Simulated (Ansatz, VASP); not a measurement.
One calculation of Al4BSbP2, two programs

Contents of INCAR:

```
  PREC = Accurate
  ENCUT = 520
  EDIFF = 1E-6
  ISMEAR = 0
  SIGMA = 0.2
  LREAL = F
  LASPH = T
  NELM = 60
  ALGO = Normal
  ISIF = 2
  LWAVE = F
  LCHARG = T
  GGA = PE
  LELF = T
  LVHAR = T
  NBANDS = 25
```

File KPOINTS:

```
Automatic mesh
0
Gamma
  4 4 4
```

Contents of POSCAR:

```
Al4BSbP2
1.0
    5.3135494943      0.0000000000      0.0000000000
    0.0000000000      5.3135494943      0.0000000000
   -2.6567747472     -2.6567747472      5.9122788586
Al B Sb P
4 1 1 2
Direct
    0.1678618025      0.1678618025      0.7401104760
    0.4277513265      0.8321381975      0.2598895240
    0.5722486735      0.5722486735      0.7401104760
    0.8321381975      0.4277513265      0.2598895240
    0.5000000000      0.5000000000      0.0000000000
    0.0000000000      0.0000000000      0.0000000000
    0.2500000000      0.7500000000      0.5000000000
    0.7500000000      0.2500000000      0.5000000000
```

Input for Ansatz:

```yaml
crystal:
  lattice:
    - [5.3135494943, 0.0, 0.0]
    - [0.0, 5.3135494943, 0.0]
    - [-2.6567747472, -2.6567747472, 5.9122788586]
  atoms:
    - { symbol: Al, position: [0.1678618025, 0.1678618025, 0.740110476] }
    - { symbol: Al, position: [0.4277513265, 0.8321381975, 0.259889524] }
    - { symbol: Al, position: [0.5722486735, 0.5722486735, 0.740110476] }
    - { symbol: Al, position: [0.8321381975, 0.4277513265, 0.259889524] }
    - { symbol: B, position: [0.5, 0.5, 0.0] }
    - { symbol: Sb, position: [0.0, 0.0, 0.0] }
    - { symbol: P, position: [0.25, 0.75, 0.5] }
    - { symbol: P, position: [0.75, 0.25, 0.5] }
basis:
  ecutwfc: 420
kpoints:
  mp_grid: { grid: [4, 4, 4] }
hamiltonian:
  xc: pbe
scf:
  occupations: { method: gaussian, width: 0.2 }
  lower_state_search: "off"
output:
  forces: true
  stress: true
  eigenvalues: true
```

Alike in both runs: task single point; functional PBE; k mesh 4 × 4 × 4; occupations gaussian, width 0.2 eV; no spin polarisation.

```csv
,VASP,Ansatz
version,VASP 6.6.1,Ansatz 0.2.0
potentials or method,"VASP PAW PBE potentials, release 64 (Al, B, Sb, P), cutoff 520 eV","scalar-relativistic, plane waves, PAW"
valence electrons in the cell,30,40
```

|  | VASP | Ansatz | Ansatz less VASP |
| --- | --- | --- | --- |
| gap on the k mesh at the Fermi level (eV) | none | none | - |
| pressure (GPa) | 0.1 | 0.1 | +0.01 |
| traceless stress, the component that is largest in VASP (GPa) | -0.45 | -0.44 | +0.015 |
| rms of the force components (eV/Å) | 0.014 | 0.018 | +0.0037 |

Atom by atom the forces differ by 0.008 eV/Å (rms over components). A gap of «none» marks a metal or a gap that the smearing closes. With one functional, cell and mesh, what is left measures potentials, basis and numerics. VASP's potentials hold 30 valence electrons a cell and Ansatz's 40, so a difference there can come from the potentials and not from the codes.

Spin-orbit coupling is off throughout.
